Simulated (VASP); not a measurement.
Runs of VASP 6.6.1 on WS2. The structure is that of space group R3m (No. 160), or close to it. The cells are those of the table. 

```csv
task,cell,gap on the mesh (eV),pressure (GPa),largest force (eV/Å)
single point,"a = 6.512 Å, angles 28.4°, 3 atoms",1.06,-6.5,0.98
electric field gradients,"a = 6.486 Å, angles 28.2°, 3 atoms",(a),-2.2,0.64
single point,"a = 6.422 Å, angles 28.2°, 3 atoms",(b),2.9,0.63
electric field gradients,"a = 6.438 Å, angles 29.0°, 3 atoms",0.94,-6.4,0.74
electric field gradients,"a = 6.512 Å, angles 28.4°, 3 atoms",1.06,-6.5,0.98
```

Alike in all rows: level PBEsol; potentials or basis VASP PAW PBE potentials, release 64 (W_sv, S); no spin polarisation; k mesh 15 × 15 × 15; cutoff (eV) 520; smearing fermi-dirac 0.03 eV.

Q: Fill in the values left out.

A: (a) 1.07; (b) 1.05.

Caveats: the PAW data sets were made with another functional, which shifts forces and pressure a little; spin-orbit coupling is left out, which moves the levels of the heavy elements; an odd mesh through Γ misses points on the zone boundary, where band edges can lie; the cell stands under tension (at least some runs).

A k mesh can miss the band edges, and the runs leave out spin-orbit coupling on W.
